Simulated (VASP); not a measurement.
Se3O2:

```
Se O
1.0
     3.26859    0.00000    0.00000
    -1.63429    2.83068    0.00000
     0.00000    0.00000    9.26465
Se O
3 2
Direct
  0.00000 0.00000 0.00000
  0.33333 0.66667 0.59653
  0.66667 0.33333 0.40347
  0.33333 0.66667 0.11052
  0.66667 0.33333 0.88948
```

```yaml
Program: VASP 6.6.1
Task: relaxation of cell and atoms
Functional: PBE
Potentials_or_basis: VASP PAW PBE potentials, release 64 (Se, O)
Cutoff: 600 eV
k_mesh: 12 × 12 × 4
Occupations: gaussian, width 0.1 eV
Spin: no spin polarisation
```

At the start: pressure -0.2 GPa; volume 17.14 Å³/atom.

How do energy, volume and symmetry change on relaxing?

Over 27 steps the energy falls by 3.1 meV/atom and the volume is 17.84 Å³/atom (+4.1 %); space group P-3m1 (No. 164, to 0.1 Å) before and after.

Step by step:
| step | energy change (eV) | largest force (eV/Å) | pressure (GPa) | volume (Å³) |
| --- | --- | --- | --- | --- |
| 1 | 0.0000 | 0.0715 | -0.23 | 85.72 |
| 2 | -0.0035 | 0.0184 | 0.16 | 85.41 |
| 3 | -0.0041 | 0.0690 | 0.38 | 85.24 |
| 4 | -0.0058 | 0.1092 | 0.09 | 85.66 |
| 5 | -0.0067 | 0.1827 | -0.40 | 86.39 |
| 6 | -0.0074 | 0.1663 | -0.36 | 86.48 |
| 7 | -0.0091 | 0.1308 | -0.25 | 86.74 |
| 8 | -0.0108 | 0.1467 | -0.03 | 87.25 |
| 9 | -0.0109 | 0.1513 | 0.05 | 87.40 |
| 10 | -0.0119 | 0.1223 | 0.10 | 87.47 |
| 11 | -0.0137 | 0.0525 | 0.29 | 87.70 |
| 12 | -0.0121 | 0.1304 | 0.67 | 88.15 |
| 13 | -0.0140 | 0.0735 | 0.39 | 87.82 |
| 14 | -0.0146 | 0.0124 | -0.02 | 88.32 |
| 15 | -0.0146 | 0.0083 | -0.03 | 88.30 |
| 16 | -0.0146 | 0.0054 | 0.00 | 88.28 |
| 17 | -0.0146 | 0.0076 | 0.01 | 88.29 |
| 18 | -0.0147 | 0.0137 | 0.00 | 88.31 |
| 19 | -0.0148 | 0.0314 | -0.01 | 88.40 |
| 20 | -0.0148 | 0.0389 | -0.01 | 88.42 |
| 21 | -0.0149 | 0.0290 | 0.02 | 88.44 |
| 22 | -0.0150 | 0.0172 | 0.12 | 88.48 |
| 23 | -0.0151 | 0.0195 | 0.07 | 88.58 |
| 24 | -0.0151 | 0.0270 | -0.03 | 88.84 |
| 25 | -0.0151 | 0.0286 | -0.06 | 88.91 |
| 26 | -0.0152 | 0.0201 | -0.05 | 88.98 |
| 27 | -0.0153 | 0.0044 | -0.01 | 89.19 |

Final structure:
```cif
data_structure
_symmetry_space_group_name_H-M 'P 1'
_symmetry_Int_Tables_number 1
_cell_length_a 3.2401
_cell_length_b 3.2401
_cell_length_c 9.8103
_cell_angle_alpha 90.000
_cell_angle_beta 90.000
_cell_angle_gamma 120.000
_cell_volume 89.19
loop_
_atom_site_label
_atom_site_type_symbol
_atom_site_fract_x
_atom_site_fract_y
_atom_site_fract_z
_atom_site_occupancy
Se1 Se 0.00000 0.00000 0.00000 1
Se2 Se 0.33333 0.66667 0.59247 1
Se3 Se 0.66667 0.33333 0.40753 1
O1 O 0.33333 0.66667 0.10508 1
O2 O 0.66667 0.33333 0.89492 1
```

Caveat: this functional lacks dispersion, which binds layers or chains, so the pressure and a relaxed spacing across them are unreliable.
